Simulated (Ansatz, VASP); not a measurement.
# One calculation of ZnGeP2, two programs

```
Zn Ge P
1.0
    -2.73000    2.73000    5.38000
     2.73000   -2.73000    5.38000
     2.73000    2.73000   -5.38000
Zn Ge P
2 2 4
Direct
  0.00000 0.00000 0.00000
  0.75000 0.25000 0.50000
  0.50000 0.50000 0.00000
  0.25000 0.75000 0.50000
  0.37500 0.38900 0.51400
  0.61100 0.12500 0.98600
  0.87500 0.86100 0.48600
  0.13900 0.62500 0.01400
```

Alike in both runs: task relaxation of cell and atoms; functional PBEsol; k mesh 6 × 6 × 6; occupations fermi-dirac, width 0.02 eV; no spin polarisation.

```csv
,VASP,Ansatz
version,VASP 6.6.1,Ansatz 0.2.0
potentials or method,"VASP PAW PBE potentials, release 64 (Zn, Ge_d, P), cutoff 500 eV",PAW plane waves
valence electrons in the cell,72,72
```

```csv
,VASP,Ansatz,Ansatz less VASP
"gap on the k mesh at the Fermi level, each at its own relaxed structure (eV)",1.14,1.12,-0.013
relaxed volume (Å³/atom),19.71,19.70,-0.014
relaxed length of the cell vector where the two differ most in proportion (Å),6.587,6.587,-0.0003
```

VASP's potentials were made for PBE, not for PBEsol, and Ansatz warns of the same on its side.
